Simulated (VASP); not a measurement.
Here is a VASP 6.6.1 calculation.

The input INCAR:

```
  ALGO = Normal
  EDIFF = 1E-6
  ENCUT = 520
  ISIF = 2
  ISMEAR = -1
  LASPH = True
  LCHARG = True
  LELF = True
  LREAL = False
  LVHAR = True
  LWAVE = False
  NBANDS = 15
  NELM = 80
  PREC = Accurate
  SIGMA = 0.05
```

The input KPOINTS:

```
k-points
0
Gamma
  11 11 11
```

Contents of POSCAR:

```
TiC
1.0
    0.0000000000      2.2081947028      2.2081947028
    2.2081947028      0.0000000000      2.2081947028
    2.2081947028      2.2081947028      0.0000000000
Ti C
1 1
Direct
    0.0000000000      0.0000000000      0.0000000000
    0.5000000000      0.5000000000      0.5000000000
```

Potentials or basis: VASP PAW LDA potentials, release 64 (Ti_sv, C).

Command:

```bash
$ cat potpaw_LDA.64/Ti_sv/POTCAR potpaw_LDA.64/C/POTCAR > POTCAR
$ mpirun -np 1 vasp_std > vasp.out
```

Problem. Estimate the band gap on the k mesh.

Solution. Zero (band 8 reaches 9.16 eV, above the bottom of band 9 at 8.15 eV).

Problem. Predict the pressure.

Solution. -24.0 GPa.
